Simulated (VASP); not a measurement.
# MoW14 (a cell with a defect) in VASP: single point with PBE

Aim: the single point of MoW14 (a cell with a defect) with PBE.

All numbers are computed with VASP 6.6.1; they aren't measurements. Logs are shortened: lines on timing, memory, paths and dates and some standing lists are left out, and cuts for length are marked.

**1. The cell of the first run**

The cell holds a defect, 15 atoms: a = 6.320 Å, b = 6.320 Å, c = 6.320 Å, α = 90.00°, β = 90.00°, γ = 90.00°.

**2. Single point, PBE**

The input, INCAR:

```
ALGO = Normal
EDIFF = 1E-6
ENCUT = 520
GGA = PE
ISIF = 2
ISMEAR = 0
LASPH = T
LCHARG = F
LREAL = Auto
LWAVE = F
NBANDS = 118
NELM = 60
PREC = Accurate
SIGMA = 0.1
```

The input, KPOINTS:

```
k-points
0
Gamma
  3 3 3
```

The input, POSCAR:

```
MoW14
1.0
    6.3200000000      0.0000000000      0.0000000000
    0.0000000000      6.3200000000      0.0000000000
    0.0000000000      0.0000000000      6.3200000000
Mo W
1 14
Direct
    0.0016983447     -0.0006352430     -0.0009000256
    0.4972332280     -0.0006356238     -0.0010426745
    0.0018746477      0.5038945726     -0.0009666008
    0.0018285862     -0.0006093028      0.5035453127
    0.2496519068      0.2514474854      0.2510581561
    0.4968101116      0.5044799646     -0.0011755547
    0.4967055349     -0.0008553648      0.5041462065
    0.7499366022      0.2512535362      0.2508958025
    0.0019954573      0.5044303742      0.5041090867
    0.2492786333      0.7519927124      0.2513379150
    0.2492861722      0.2517161549      0.7515963484
    0.4973561881      0.5037874787      0.5034342056
    0.7497996197      0.7515450764      0.2510468816
    0.7497982189      0.2514342951      0.7512014319
    0.7496663484      0.7519859839      0.7515924087
```

Potentials or basis: VASP PAW PBE potentials, release 64 (Mo_sv, W_sv).

The run is started by

```sh
> cat potpaw_PBE.64/Mo_sv/POTCAR potpaw_PBE.64/W_sv/POTCAR > POTCAR
> mpirun -np 1 vasp_std > vasp.out
```

OUTCAR:

```text
EDIFF = 1E-6
   ENCUT = 520
   GGA = PE
   ISIF = 2
   ISMEAR = 0
   LASPH = T
   LREAL = Auto
   NELM = 60
   PREC = Accurate

 ion  position               nearest neighbor table
   1  0.002  0.999  0.999-  15 2.73  10 2.73  11 2.73  13 2.74  14 2.74   5 2.74   8 2.76   3 3.13
                             2 3.13   4 3.13   4 3.19   2 3.19   3 3.19
   2  0.497  0.999  0.999-  15 2.73  11 2.73  10 2.73   5 2.74  14 2.75  13 2.75   8 2.76   7 3.13
                             6 3.13   1 3.13   1 3.19   6 3.19   7 3.19
   3  0.002  0.504  0.999-  11 2.73  15 2.73  10 2.73  13 2.74   5 2.74  14 2.75   8 2.76   9 3.13
                             6 3.13   1 3.13   1 3.19   6 3.19   9 3.19
   4  0.002  0.999  0.504-  10 2.73  15 2.73  11 2.73  14 2.74   5 2.75  13 2.75   8 2.76   7 3.13
                             9 3.13   1 3.13   1 3.19   9 3.19   7 3.19
   5  0.250  0.251  0.251-   2 2.74   1 2.74   3 2.74   4 2.75  12 2.75   6 2.75   7 2.75   9 2.75
                            10 3.16  11 3.16   8 3.16   8 3.16  11 3.16  10 3.16
   6  0.497  0.504  0.999-  11 2.73  10 2.73  15 2.73  13 2.75   5 2.75  14 2.75   8 2.77   2 3.13
                             3 3.13  12 3.13  12 3.19   3 3.19   2 3.19
   7  0.497  0.999  0.504-  10 2.73  11 2.73  15 2.73  14 2.75   5 2.75  13 2.75   8 2.77   2 3.13
                             4 3.13  12 3.13  12 3.19   4 3.19   2 3.19
   8  0.750  0.251  0.251-   1 2.76   4 2.76   3 2.76   2 2.76  12 2.76   6 2.77   9 2.77   7 2.77
                            14 3.16  13 3.16   5 3.16   5 3.16  13 3.16  14 3.16
   9  0.002  0.504  0.504-  15 2.73  11 2.73  10 2.73  14 2.75  13 2.75   5 2.75   8 2.77   3 3.13
                             4 3.13  12 3.13  12 3.19   4 3.19   3 3.19
  10  0.249  0.752  0.251-   4 2.73   1 2.73   7 2.73   6 2.73   9 2.73   2 2.73   3 2.73  12 2.73
                             5 3.16  13 3.16  13 3.16   5 3.16
  11  0.249  0.252  0.752-   3 2.73   1 2.73   7 2.73   9 2.73   6 2.73   2 2.73   4 2.73  12 2.73
                             5 3.16  14 3.16  14 3.16   5 3.16
  12  0.497  0.504  0.503-  11 2.73  10 2.73  15 2.73   5 2.75  14 2.75  13 2.75   8 2.76   7 3.13
                             9 3.13   6 3.13   6 3.19   9 3.19   7 3.19
  13  0.750  0.752  0.251-   1 2.74   3 2.74   6 2.75   4 2.75   9 2.75   2 2.75  12 2.75   7 2.75
                            15 3.16  10 3.16   8 3.16   8 3.16  10 3.16  15 3.16
  14  0.750  0.251  0.751-   4 2.74   1 2.74   9 2.75   3 2.75   2 2.75   7 2.75  12 2.75   6 2.75
                            15 3.16  11 3.16   8 3.16   8 3.16  11 3.16  15 3.16
  15  0.750  0.752  0.752-   1 2.73   2 2.73   9 2.73   7 2.73   6 2.73   4 2.73   3 2.73  12 2.73
                            14 3.16  13 3.16  13 3.16  14 3.16

  LATTYP: Found a simple cubic cell.
 ALAT       =     6.3200000000

  Lattice vectors:

 A1 = (   6.3200000000,   0.0000000000,   0.0000000000)
 A2 = (   0.0000000000,   6.3200000000,   0.0000000000)
 A3 = (   0.0000000000,   0.0000000000,   6.3200000000)

Analysis of symmetry for initial positions (statically):
=====================================================================
 Subroutine PRICEL returns:
 Original cell was already a primitive cell.

 Routine SETGRP: Setting up the symmetry group for a
 simple cubic supercell.

 Subroutine GETGRP returns: Found  1 space group operations
 (whereof  1 operations were pure point group operations)
 out of a pool of 48 trial point group operations.

The static configuration has the point symmetry C_1 .

Analysis of symmetry for dynamics (positions and initial velocities):
=====================================================================
 Subroutine PRICEL returns:
 Original cell was already a primitive cell.

 Routine SETGRP: Setting up the symmetry group for a
 simple cubic supercell.

 Subroutine GETGRP returns: Found  1 space group operations
 (whereof  1 operations were pure point group operations)
 out of a pool of 48 trial point group operations.

The dynamic configuration has the point symmetry C_1 .

 Subroutine INISYM returns: Found  1 space group operations
 (whereof  1 operations are pure point group operations),
 and found     1 'primitive' translations

----------------------------------------------------------------------------------------

                                     Primitive cell

  volume of cell :     252.4360

  direct lattice vectors                    reciprocal lattice vectors
     6.320000000  0.000000000  0.000000000     0.158227848  0.000000000  0.000000000
     0.000000000  6.320000000  0.000000000     0.000000000  0.158227848  0.000000000
     0.000000000  0.000000000  6.320000000     0.000000000  0.000000000  0.158227848

  length of vectors
     6.320000000  6.320000000  6.320000000     0.158227848  0.158227848  0.158227848

  position of ions in fractional coordinates (direct lattice)
     0.001698345  0.999364757  0.999099974
     0.497233228  0.999364376  0.998957326
     0.001874648  0.503894573  0.999033399
     0.001828586  0.999390697  0.503545313
     0.249651907  0.251447485  0.251058156
     0.496810112  0.504479965  0.998824445
     0.496705535  0.999144635  0.504146207
     0.749936602  0.251253536  0.250895802
     0.001995457  0.504430374  0.504109087
     0.249278633  0.751992712  0.251337915
     0.249286172  0.251716155  0.751596348
     0.497356188  0.503787479  0.503434206
     0.749799620  0.751545076  0.251046882
     0.749798219  0.251434295  0.751201432
     0.749666348  0.751985984  0.751592409

  ion indices of the primitive-cell ions
   primitive index   ion index
                 1           1
                 2           2
                 3           3
                 4           4
                 5           5
                 6           6
                 7           7
                 8           8
                 9           9
                10          10
                11          11
                12          12
                13          13
                14          14
                15          15

----------------------------------------------------------------------------------------

 KPOINTS: k-points

Automatic generation of k-mesh.
 Grid dimensions read from file:
 generate k-points for:    3    3    3

 Generating k-lattice:

  Cartesian coordinates                     Fractional coordinates (reciprocal lattice)
     0.052742616  0.000000000  0.000000000     0.333333333  0.000000000  0.000000000
     0.000000000  0.052742616  0.000000000     0.000000000  0.333333333  0.000000000
     0.000000000  0.000000000  0.052742616     0.000000000  0.000000000  0.333333333

  Length of vectors
     0.052742616  0.052742616  0.052742616

  Shift w.r.t. Gamma in fractional coordinates (k-lattice)
     0.000000000  0.000000000  0.000000000

 Subroutine IBZKPT returns following result:
 ===========================================

 Found     14 irreducible k-points:

 Following reciprocal coordinates:
            Coordinates               Weight
  0.000000  0.000000  0.000000      1.000000
  0.333333  0.000000  0.000000      2.000000
  0.000000  0.333333  0.000000      2.000000
  0.000000  0.000000  0.333333      2.000000
  0.333333  0.333333  0.000000      2.000000
  0.000000  0.333333  0.333333      2.000000
  0.333333  0.000000  0.333333      2.000000
 -0.333333  0.333333  0.000000      2.000000
 -0.333333  0.000000  0.333333      2.000000
  0.000000 -0.333333  0.333333      2.000000
  0.333333  0.333333  0.333333      2.000000
 -0.333333  0.333333  0.333333      2.000000
 -0.333333 -0.333333  0.333333      2.000000
  0.333333 -0.333333  0.333333      2.000000
   k-points           NKPTS =     14   k-points in BZ     NKDIM =     14   number of bands    NBANDS=    118
   number of dos      NEDOS =    301   number of ions     NIONS =     15
   total plane-waves  NPLWV = 110592
   dimension x,y,z NGX =    48 NGY =   48 NGZ =   48
   dimension x,y,z NGXF=    96 NGYF=   96 NGZF=   96
   ions per type =               1  14
   NGX,Y,Z   is equivalent  to a cutoff of  12.63, 12.63, 12.63 a.u.
   NGXF,Y,Z  is equivalent  to a cutoff of  25.25, 25.25, 25.25 a.u.
 SYSTEM =  unknown system
   PREC   = accura    normal or accurate (medium, high low for compatibility)
   ISTART =      0    job   : 0-new  1-cont  2-samecut
   ICHARG =      2    charge: 1-file 2-atom 10-const
   ISPIN  =      1    spin polarized calculation?
   LNONCOLLINEAR =      F non collinear calculations
   LSORBIT =      F    spin-orbit coupling
   LASPH  =      T    aspherical Exc in radial PAW
   ENCUT  =  520.0 eV  38.22 Ry    6.18 a.u.  11.75 11.75 11.75*2*pi/ulx,y,z
   NELM   =     60;   NELMIN=  2; NELMDL= -5     # of ELM steps
   EDIFF  = 0.1E-05   stopping-criterion for ELM
   LREAL  =      T    real-space projection
   EDIFFG = 0.1E-04   stopping-criterion for IOM
   NSW    =      0    number of steps for IOM
[... 5 lines left out ...]
   TEBEG  =    0.0;   TEEND  =   0.0 temperature during run
   PSTRESS=    0.0 pullay stress
   NELECT =     210.0000    total number of electrons
   NUPDOWN=      -1.0000    fix difference up-down
   EMIN   =  10.00;   EMAX   =-10.00  energy-range for DOS
   EFERMI =   0.00;   METHOD = LEGACY
   ISMEAR =     0;   SIGMA  =   0.10  broadening in eV -4-tet -1-fermi 0-gaus
   EFERMI_NEDOS =   21; number of points for ismear=-14 and -15
   IALGO  =     38    algorithm
   IMIX   =      4    mixing-type and parameters
     AMIX     =   0.40;   BMIX     =  1.00
     AMIX_MAG =   1.60;   BMIX_MAG =  1.00
  volume/ion in A,a.u.               =      16.83       113.57
  Fermi-wavevector in a.u.,A,eV,Ry     =   1.539681  2.909576 32.254225  2.370619
  Thomas-Fermi vector in A             =   2.645875
   LORBIT       =      0    0 simple, 1 ext, 2 COOP (PROOUT), +10 PAW based schemes
   GGA     = PE    functional components
   LHFCALC =     F    Hartree Fock is set to
   AEXX    =    0.0000 exact exchange contribution
   IVDW    =     0    specifies the selected vdW correction
   LEPSILON=     F    determine dielectric tensor
   LRPA    =     F    only Hartree local field effects (RPA)
 non-spin polarized calculation
 Gauss-broadening in eV      SIGMA  =   0.10
  energy-cutoff  :      520.00
  volume of cell :      252.44
 maximum number of plane-waves:      6859
   NGX = 23   NGY = 23   NGZ = 23

 number of electron     210.0000004 magnetization

 Free energy of the ion-electron system (eV)
  ---------------------------------------------------
  ext. energy  EPLUGINS =         0.00000000
  ---------------------------------------------------
  free energy    TOTEN  =      -188.89257815 eV

  energy without entropy =     -188.82002086  energy(sigma->0) =     -188.85629950

 E-fermi :  10.2920     XC(G=0): -13.1988

 val. band max:       10.2423733359   @ k =   0.0000   0.0000   0.0000
 cond. band min:      10.3032132421   @ k =   0.3333   0.0000   0.0000
 fundamental gap:      0.0608399061
 Fermi energy:        10.2919780503

 k-point     1 :       0.0000    0.0000    0.0000
  band No.  band energies     occupation
      1     -63.5836      2.00000
      2     -63.5221      2.00000
      3     -63.5217      2.00000
      4     -63.5066      2.00000
      5     -63.4920      2.00000
      6     -63.4834      2.00000
[... 109 lines left out ...]
    116      11.9199      0.00000
    117      12.1917      0.00000
[... 1558 lines left out ...]
    116      12.6097      0.00000
    117      12.6942      0.00000
 [bands above 117 left out]

------------------------ aborting loop because EDIFF is reached ----------------------------------------

  FORCE on cell =-STRESS in cart. coord.  units (eV):
  Direction    XX          YY          ZZ          XY          YZ          ZX
  --------------------------------------------------------------------------------------
  -------------------------------------------------------------------------------------
  Total       -0.5964247     -0.5922179     -0.5935004     -0.1102441      0.1098198     -0.1044371
  in kB       -3.7854279     -3.7587279     -3.7668678     -0.6997044      0.6970116     -0.6628484
  external PRESSURE =      -3.7703412 kB  Pullay stress =       0.0000000 kB

 VOLUME and BASIS-vectors are now :
 -----------------------------------------------------------------------------
  energy-cutoff  :      520.00
  volume of cell :      252.44
      direct lattice vectors                 reciprocal lattice vectors
     6.320000000  0.000000000  0.000000000     0.158227848  0.000000000  0.000000000
     0.000000000  6.320000000  0.000000000     0.000000000  0.158227848  0.000000000
     0.000000000  0.000000000  6.320000000     0.000000000  0.000000000  0.158227848

 POSITION                                       TOTAL-FORCE (eV/Angst)
 -----------------------------------------------------------------------------------
      0.01073      6.31599      6.31431         0.029454     -0.015911     -0.023967
      3.14251      6.31598      6.31341         0.004629      0.003095      0.005357
      0.01185      3.18461      6.31389        -0.002490      0.001714      0.000649
      0.01156      6.31615      3.18241        -0.001376      0.002439      0.000634
      1.57780      1.58915      1.58669        -0.014514      0.000667      0.003241
      3.13984      3.18831      6.31257        -0.010125      0.005912     -0.020935
      3.13918      6.31459      3.18620        -0.003251     -0.018590      0.003688
      4.73960      1.58792      1.58566         0.006004     -0.010171     -0.008403
      0.01261      3.18800      3.18597         0.024605      0.010103      0.006987
      1.57544      4.75259      1.58846        -0.007904      0.001586     -0.011186
      1.57549      1.59085      4.75009        -0.009906     -0.013886      0.006084
      3.14329      3.18394      3.18170        -0.004694      0.012840      0.012476
      4.73873      4.74976      1.58662        -0.004646      0.016126      0.005958
      4.73872      1.58906      4.74759        -0.003751      0.002278      0.014699
      4.73789      4.75255      4.75006        -0.002034      0.001799      0.004719
 -----------------------------------------------------------------------------------
    total drift:                                0.007311     -0.006544     -0.002704

  FREE ENERGIE OF THE ION-ELECTRON SYSTEM (eV)
  ---------------------------------------------------
  free  energy   TOTEN  =      -188.8925781524 eV

  energy  without entropy=     -188.8200208569  energy(sigma->0) =     -188.85629950
```

Run time: 23 min. Hardware: 1 thread of Intel Xeon 8259CL, shared host; peak memory 0.49 GiB.

Results:

| Property | Result |
| --- | --- |
| Free energy | -188.8926 eV |
| Pressure | -0.4 GPa |
| Largest force | 0.041 eV/Å |
| Band gap on the k mesh | zero (filled and empty bands touch) |

Forces in eV/Å, atoms in the order of the input:
```
Mo   0.029 -0.016 -0.024
W    0.005  0.003  0.005
W   -0.002  0.002  0.001
W   -0.001  0.002  0.001
W   -0.015  0.001  0.003
W   -0.010  0.006 -0.021
W   -0.003 -0.019  0.004
W    0.006 -0.010 -0.008
W    0.025  0.010  0.007
W   -0.008  0.002 -0.011
W   -0.010 -0.014  0.006
W   -0.005  0.013  0.012
W   -0.005  0.016  0.006
W   -0.004  0.002  0.015
W   -0.002  0.002  0.005
```

Stress tensor (GPa, compression positive):
```
-0.38 -0.07 -0.07
-0.07 -0.38  0.07
-0.07  0.07 -0.38
```

Caveat: spin-orbit coupling is left out, which moves the levels of the heavy elements.

The gap in the log of VASP goes by the Fermi energy; the results here count the filled bands.